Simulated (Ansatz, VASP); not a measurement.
# Two plane-wave programs on Zn

File INCAR:

```
PREC = Accurate
ENCUT = 500
EDIFF = 1E-6
ISMEAR = 0
SIGMA = 0.1
LREAL = F
LASPH = T
NELM = 120
ALGO = Normal
ISIF = 2
LWAVE = F
LCHARG = F
GGA = PE
IVDW = 12
NBANDS = 19
GGA_COMPAT = F
```

Contents of KPOINTS:

```
Automatic mesh
0
Gamma
  9 9 4
```

The input POSCAR:

```
Zn
1.0
    2.6143598013      0.0000000000      0.0000000000
   -1.3071799007      2.2641020026      0.0000000000
    0.0000000000      0.0000000000      4.8731610200
Zn
2
Direct
    0.3333333300      0.6666666700      0.2500000000
    0.6666666700      0.3333333300      0.7500000000
```

Input for Ansatz:

```yaml
crystal:
  lattice:
    - [2.6143598013, 0.0, 0.0]
    - [-1.3071799007, 2.2641020026, 0.0]
    - [0.0, 0.0, 4.87316102]
  atoms:
    - { symbol: Zn, position: [0.33333333, 0.66666667, 0.25] }
    - { symbol: Zn, position: [0.66666667, 0.33333333, 0.75] }
basis:
  ecutwfc: 420
kpoints:
  mp_grid: { grid: [9, 9, 4] }
hamiltonian:
  xc: pbe
  dispersion: d3bj
scf:
  occupations: { method: gaussian, width: 0.1 }
output:
  forces: true
  stress: true
  eigenvalues: true
```

Alike in both runs: task single point; functional PBE; dispersion D3(BJ); k mesh 9 × 9 × 4; occupations gaussian, width 0.1 eV; no spin polarisation.

|  | VASP | Ansatz |
| --- | --- | --- |
| version | VASP 6.6.1 | Ansatz 0.2.0 |
| potentials or method | VASP PAW PBE potentials, release 64 (Zn), cutoff 500 eV | scalar-relativistic, plane waves, PAW |
| valence electrons in the cell | 24 | 24 |

|  | VASP | Ansatz | Ansatz less VASP |
| --- | --- | --- | --- |
| gap on the k mesh at the Fermi level (eV) | none | none | - |
| pressure (GPa) | -0.6 | -1.0 | -0.41 |
| traceless stress, the component that is largest in VASP (GPa) | -1.58 | -1.36 | +0.225 |

A gap of «none» marks a metal or a gap that the smearing closes.
